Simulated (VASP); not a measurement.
# MgS (Fm-3m) in VASP: further runs

MgS is run at these levels: PBE; tasks: single point.

All numbers are computed with VASP 6.6.1; they aren't measurements. Logs are shortened: lines on timing, memory, paths and dates and some standing lists are left out, and cuts for length are marked.

## (1) The cell of the first run

The structure is cubic, space group Fm-3m (No. 225). The conventional cell has a = 5.160 Å, b = 5.160 Å, c = 5.160 Å, α = 90.00°, β = 90.00°, γ = 90.00°. Mg (site symmetry m-3m) has 6 S at 2.58 Å within 3.4 Å. Within 3.4 Å of S (site symmetry m-3m) lie 6 Mg at 2.58 Å.

## (2) Single point, PBE (volume scaled by 0.975)

Contents of INCAR:

```
  PREC = Accurate
  ENCUT = 600
  EDIFF = 1E-6
  ISMEAR = -1
  SIGMA = 0.03
  LREAL = False
  LASPH = True
  NELM = 120
  ALGO = Normal
  ISIF = 2
  LWAVE = False
  LCHARG = False
  GGA = PE
  NBANDS = 11
  GGA_COMPAT = False
```

Contents of KPOINTS:

```
regular mesh
0
Gamma
  10 10 10
```

Contents of POSCAR:

```
MgS
1.0
    0.0000000000      2.5797863613      2.5797863613
    2.5797863613      0.0000000000      2.5797863613
    2.5797863613      2.5797863613      0.0000000000
Mg S
1 1
Direct
    0.0000000000      0.0000000000      0.0000000000
    0.5000000000      0.5000000000      0.5000000000
```

Potentials or basis: VASP PAW PBE potentials, release 64 (Mg, S).

The run is started by

```bash
cat potpaw_PBE.64/Mg/POTCAR potpaw_PBE.64/S/POTCAR > POTCAR
mpirun -np 1 vasp_std > vasp.out
```

OUTCAR:

```text
PREC = Accurate
   ENCUT = 600
   EDIFF = 1E-6
   ISMEAR = -1
   LREAL = False
   LASPH = True
   NELM = 120
   ISIF = 2
   GGA = PE

 ion  position               nearest neighbor table
   1  0.000  0.000  0.000-   2 2.58   2 2.58   2 2.58   2 2.58   2 2.58   2 2.58
   2  0.500  0.500  0.500-   1 2.58   1 2.58   1 2.58   1 2.58   1 2.58   1 2.58

  LATTYP: Found a face centered cubic cell.
 ALAT       =     5.1595727226

  Lattice vectors:

 A1 = (   0.0000000000,   2.5797863613,   2.5797863613)
 A2 = (   2.5797863613,   0.0000000000,   2.5797863613)
 A3 = (   2.5797863613,   2.5797863613,   0.0000000000)

Analysis of symmetry for initial positions (statically):
=====================================================================
 Subroutine PRICEL returns:
 Original cell was already a primitive cell.

 Routine SETGRP: Setting up the symmetry group for a
 face centered cubic supercell.

 Subroutine GETGRP returns: Found 48 space group operations
 (whereof 48 operations were pure point group operations)
 out of a pool of 48 trial point group operations.

The static configuration has the point symmetry O_h .

Analysis of symmetry for dynamics (positions and initial velocities):
=====================================================================
 Subroutine PRICEL returns:
 Original cell was already a primitive cell.

 Routine SETGRP: Setting up the symmetry group for a
 face centered cubic supercell.

 Subroutine GETGRP returns: Found 48 space group operations
 (whereof 48 operations were pure point group operations)
 out of a pool of 48 trial point group operations.

The dynamic configuration has the point symmetry O_h .

 Subroutine INISYM returns: Found 48 space group operations
 (whereof 48 operations are pure point group operations),
 and found     1 'primitive' translations

----------------------------------------------------------------------------------------

                                     Primitive cell

  volume of cell :      34.3385

  direct lattice vectors                    reciprocal lattice vectors
     0.000000000  2.579786361  2.579786361    -0.193814499  0.193814499  0.193814499
     2.579786361  0.000000000  2.579786361     0.193814499 -0.193814499  0.193814499
     2.579786361  2.579786361  0.000000000     0.193814499  0.193814499 -0.193814499

  length of vectors
     3.648368860  3.648368860  3.648368860     0.335696559  0.335696559  0.335696559

  position of ions in fractional coordinates (direct lattice)
     0.000000000  0.000000000  0.000000000
     0.500000000  0.500000000  0.500000000

  ion indices of the primitive-cell ions
   primitive index   ion index
                 1           1
                 2           2

----------------------------------------------------------------------------------------

 KPOINTS: regular mesh

Automatic generation of k-mesh.
 Grid dimensions read from file:
 generate k-points for:   10   10   10

 Generating k-lattice:

  Cartesian coordinates                     Fractional coordinates (reciprocal lattice)
    -0.019381450  0.019381450  0.019381450     0.100000000  0.000000000  0.000000000
     0.019381450 -0.019381450  0.019381450     0.000000000  0.100000000  0.000000000
     0.019381450  0.019381450 -0.019381450     0.000000000  0.000000000  0.100000000

  Length of vectors
     0.033569656  0.033569656  0.033569656

  Shift w.r.t. Gamma in fractional coordinates (k-lattice)
     0.000000000  0.000000000  0.000000000

 Subroutine IBZKPT returns following result:
 ===========================================

 Found     47 irreducible k-points:

 Following reciprocal coordinates:
            Coordinates               Weight
  0.000000  0.000000  0.000000      1.000000
  0.100000  0.000000  0.000000      8.000000
  0.200000  0.000000  0.000000      8.000000
  0.300000  0.000000  0.000000      8.000000
  0.400000  0.000000  0.000000      8.000000
  0.500000  0.000000  0.000000      4.000000
[... 16 lines left out ...]
  0.300000  0.300000  0.000000      6.000000
  0.400000  0.300000  0.000000     24.000000
 [... further k-points ...]
   k-points           NKPTS =     47   k-points in BZ     NKDIM =     47   number of bands    NBANDS=     11
   number of dos      NEDOS =    301   number of ions     NIONS =      2
   total plane-waves  NPLWV =  27000
   dimension x,y,z NGX =    30 NGY =   30 NGZ =   30
   dimension x,y,z NGXF=    60 NGYF=   60 NGZF=   60
   ions per type =               1   1
   NGX,Y,Z   is equivalent  to a cutoff of  13.67, 13.67, 13.67 a.u.
   NGXF,Y,Z  is equivalent  to a cutoff of  27.34, 27.34, 27.34 a.u.
 SYSTEM =  unknown system
   PREC   = accura    normal or accurate (medium, high low for compatibility)
   ISTART =      0    job   : 0-new  1-cont  2-samecut
   ICHARG =      2    charge: 1-file 2-atom 10-const
   ISPIN  =      1    spin polarized calculation?
   LNONCOLLINEAR =      F non collinear calculations
   LSORBIT =      F    spin-orbit coupling
   LASPH  =      T    aspherical Exc in radial PAW
   ENCUT  =  600.0 eV  44.10 Ry    6.64 a.u.   7.29  7.29  7.29*2*pi/ulx,y,z
   NELM   =    120;   NELMIN=  2; NELMDL= -5     # of ELM steps
   EDIFF  = 0.1E-05   stopping-criterion for ELM
   LREAL  =      F    real-space projection
   EDIFFG = 0.1E-04   stopping-criterion for IOM
   NSW    =      0    number of steps for IOM
   IBRION =     -1    ionic relax: 0-MD 1-quasi-New 2-CG
   NFREE  =      0    steps in history (QN), initial steepest desc. (CG)
   ISIF   =      2    stress and relaxation
   ISYM   =      2    0-nonsym 1-usesym 2-fastsym
   POTIM  = 0.5000    time-step for ionic-motion
   TEBEG  =    0.0;   TEEND  =   0.0 temperature during run
   PSTRESS=    0.0 pullay stress
   NELECT =       8.0000    total number of electrons
   NUPDOWN=      -1.0000    fix difference up-down
   EMIN   =  10.00;   EMAX   =-10.00  energy-range for DOS
   EFERMI =   0.00;   METHOD = LEGACY
   ISMEAR =    -1;   SIGMA  =   0.03  broadening in eV -4-tet -1-fermi 0-gaus
   EFERMI_NEDOS =   21; number of points for ismear=-14 and -15
   IALGO  =     38    algorithm
   IMIX   =      4    mixing-type and parameters
     AMIX     =   0.40;   BMIX     =  1.00
     AMIX_MAG =   1.60;   BMIX_MAG =  1.00
  volume/ion in A,a.u.               =      17.17       115.86
  Fermi-wavevector in a.u.,A,eV,Ry     =   1.007344  1.903604 13.806399  1.014742
  Thomas-Fermi vector in A             =   2.140143
   LORBIT       =      0    0 simple, 1 ext, 2 COOP (PROOUT), +10 PAW based schemes
   GGA     = PE    functional components
   LHFCALC =     F    Hartree Fock is set to
   AEXX    =    0.0000 exact exchange contribution
   IVDW    =     0    specifies the selected vdW correction
   LEPSILON=     F    determine dielectric tensor
   LRPA    =     F    only Hartree local field effects (RPA)
 non-spin polarized calculation
  energy-cutoff  :      600.00
  volume of cell :       34.34
 maximum number of plane-waves:      1167
 NGX is ok and might be reduce to    30
   NGX = 15   NGY = 15   NGZ = 15

 number of electron       8.0000000 magnetization

 Free energy of the ion-electron system (eV)
  ---------------------------------------------------
  ext. energy  EPLUGINS =         0.00000000
  ---------------------------------------------------
  free energy    TOTEN  =        -8.49192393 eV

  energy without entropy =       -8.49192393  energy(sigma->0) =       -8.49192393

 E-fermi :   4.5855     XC(G=0):  -9.7932

 val. band max:        3.9537202487   @ k =   0.0000   0.0000   0.0000
 cond. band min:       6.7840696426   @ k =   0.5000   0.5000   0.0000
 fundamental gap:      2.8303493939
 Fermi energy:         4.5854760581

 k-point     1 :       0.0000    0.0000    0.0000
  band No.  band energies     occupation
      1      -8.8596      2.00000
      2       3.9537      2.00000
      3       3.9537      2.00000
      4       3.9537      2.00000
      5       7.8675      0.00000
      6      11.8912      0.00000
      7      11.8912      0.00000
      8      11.8912      0.00000
      9      14.3308      0.00000
     10      14.3308      0.00000
     11      16.5514      0.00000

 k-point     2 :       0.1000    0.0000    0.0000
  band No.  band energies     occupation
      1      -8.7582      2.00000
      2       3.2190      2.00000
      3       3.8835      2.00000
      4       3.8835      2.00000
      5       8.4445      0.00000
      6      11.6453      0.00000
      7      12.0832      0.00000
      8      12.0832      0.00000
      9      13.8520      0.00000
     10      13.8520      0.00000
     11      16.9540      0.00000

 k-point     3 :       0.2000    0.0000    0.0000
  band No.  band energies     occupation
      1      -8.4715      2.00000
      2       1.8056      2.00000
      3       3.7129      2.00000
      4       3.7129      2.00000
      5       9.0297      0.00000
      6      11.8594      0.00000
      7      12.0767      0.00000
      8      12.0767      0.00000
      9      13.7953      0.00000
     10      13.7953      0.00000
     11      16.3498      0.00000

 k-point     4 :       0.3000    0.0000    0.0000
  band No.  band energies     occupation
      1      -8.0618      2.00000
      2       0.4157      2.00000
      3       3.5239      2.00000
      4       3.5239      2.00000
      5       8.8854      0.00000
      6      11.5022      0.00000
      7      11.5022      0.00000
      8      13.0859      0.00000
      9      14.9893      0.00000
     10      14.9893      0.00000
     11      15.7556      0.00000
[... 239 lines left out ...]
 k-point    22 :      -0.2000    0.2000    0.0000
  band No.  band energies     occupation
      1      -7.9292      2.00000
      2       0.6709      2.00000
      3       2.2360      2.00000
      4       3.5709      2.00000
      5      10.2631      0.00000
      6      11.3223      0.00000
      7      11.3680      0.00000
      8      11.8916      0.00000
      9      13.5834      0.00000
     10      17.5588      0.00000
     11      18.6521      0.00000

 k-point    23 :       0.3000    0.3000    0.0000
  band No.  band energies     occupation
      1      -7.8168      2.00000
      2       0.7928      2.00000
      3       2.7010      2.00000
      4       2.7010      2.00000
      5       8.3509      0.00000
      6       9.0824      0.00000
      7      13.2547      0.00000
      8      14.9971      0.00000
      9      14.9971      0.00000
     10      15.7273      0.00000
     11      20.4524      0.00000

 k-point    24 :       0.4000    0.3000    0.0000
  band No.  band energies     occupation
      1      -7.5166      2.00000
      2       0.2614      2.00000
      3       2.2594      2.00000
      4       2.5425      2.00000
      5       7.9584      0.00000
      6       9.1363      0.00000
      7      13.6305      0.00000
      8      14.5688      0.00000
      9      16.2409      0.00000
     10      17.3259      0.00000
     11      20.7951      0.00000

 [... further k-points ...]

------------------------ aborting loop because EDIFF is reached ----------------------------------------

  FORCE on cell =-STRESS in cart. coord.  units (eV):
  Direction    XX          YY          ZZ          XY          YZ          ZX
  --------------------------------------------------------------------------------------
  -------------------------------------------------------------------------------------
  Total        0.6364797      0.6364797      0.6364797      0.0000000     -0.0000000      0.0000000
  in kB       29.6970934     29.6970934     29.6970934      0.0000000     -0.0000000      0.0000000
  external PRESSURE =      29.6970934 kB  Pullay stress =       0.0000000 kB

 VOLUME and BASIS-vectors are now :
 -----------------------------------------------------------------------------
  energy-cutoff  :      600.00
  volume of cell :       34.34
      direct lattice vectors                 reciprocal lattice vectors
     0.000000000  2.579786361  2.579786361    -0.193814499  0.193814499  0.193814499
     2.579786361  0.000000000  2.579786361     0.193814499 -0.193814499  0.193814499
     2.579786361  2.579786361  0.000000000     0.193814499  0.193814499 -0.193814499

 POSITION                                       TOTAL-FORCE (eV/Angst)
 -----------------------------------------------------------------------------------
      0.00000      0.00000      0.00000        -0.000000     -0.000000     -0.000000
      2.57979      2.57979      2.57979         0.000000      0.000000      0.000000
 -----------------------------------------------------------------------------------
    total drift:                               -0.000000     -0.000000      0.000000

  FREE ENERGIE OF THE ION-ELECTRON SYSTEM (eV)
  ---------------------------------------------------
  free  energy   TOTEN  =        -8.4919239328 eV

  energy  without entropy=       -8.4919239328  energy(sigma->0) =       -8.49192393
```

It took 33 s on 1 thread of Intel Xeon 8259CL, shared host; peak memory 0.18 GiB.

What came out:

- Free energy: -8.4919 eV
- Pressure: 3.0 GPa
- Band gap on the k mesh: 2.83 eV, indirect (least direct gap 3.91 eV)

 A k mesh can miss the band edges.

(Part 1 of 2 ends here.)
